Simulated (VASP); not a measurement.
Input of a VASP 6.6.1 run:

INCAR

```
SYSTEM = BP
  PREC = Accurate
  ENCUT = 520
  EDIFF = 1E-8
  ISMEAR = -1
  SIGMA = 0.08
  LREAL = .FALSE.
  LASPH = .TRUE.
  NELM = 100
  ALGO = Normal
  ISIF = 2
  LWAVE = .FALSE.
  LCHARG = .FALSE.
  GGA = CA
  LEFG = .TRUE.
  NBANDS = 11
```

Contents of KPOINTS:

```
regular mesh
0
G
  12 12 12
  0 0 0
```

Contents of POSCAR:

```
BP
1.0
    0.0000000000      2.2690000000      2.2690000000
    2.2690000000      0.0000000000      2.2690000000
    2.2690000000      2.2690000000      0.0000000000
B P
1 1
Direct
    0.0000000000      0.0000000000      0.0000000000
    0.7500000000      0.7500000000      0.7500000000
```

Potentials or basis: VASP PAW LDA potentials, release 64 (B, P).

Launch:

```sh
$ cat potpaw_LDA.64/B/POTCAR potpaw_LDA.64/P/POTCAR > POTCAR
$ mpirun -np 1 vasp_std > vasp.out
```

(1) Predict the pressure.

(2) Predict the band gap on the k mesh.

## Answers

(1) -5.3 GPa.

(2) 1.18 eV, indirect (least direct gap 3.38 eV).

Caveat: without QUAD_EFG the Cq values of the log hold for a quadrupole moment of 1 mb, not for the nuclei.
